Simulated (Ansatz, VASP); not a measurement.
**ZrS in VASP and in Ansatz**

```
CELL_PARAMETERS angstrom
0.00000 2.62500 2.62500
2.62500 0.00000 2.62500
2.62500 2.62500 0.00000
ATOMIC_POSITIONS crystal
Zr 0.00000 0.00000 0.00000
S 0.50000 0.50000 0.50000
```

Alike in both runs: task relaxation of cell and atoms; functional r2SCAN; k mesh 1 × 1 × 1; occupations gaussian, width 0.1 eV; no spin polarisation.

```csv
,VASP,Ansatz
version,VASP 6.6.1,Ansatz 0.2.0
potentials or method,"VASP PAW PBE potentials, release 64 (Zr_sv, S), cutoff 600 eV","scalar-relativistic, plane waves, PAW"
valence electrons in the cell,18,18
```

VASP gave:

| Item | Value |
| --- | --- |
| relaxed volume (Å³/atom) | 29.53 |
| relaxed cell length with the largest relative difference (Å) | 4.371 |

Estimate Ansatz's values.

relaxed volume (Å³/atom): 29.55; relaxed cell length with the largest relative difference (Å): 4.372.

VASP's potentials were made for PBE, not for r2SCAN.

The k mesh is coarse, so the values compare programs but aren't converged. Noted on VASP's run: the volume moved by over 15 % at a fixed basis, so the end points are rough.
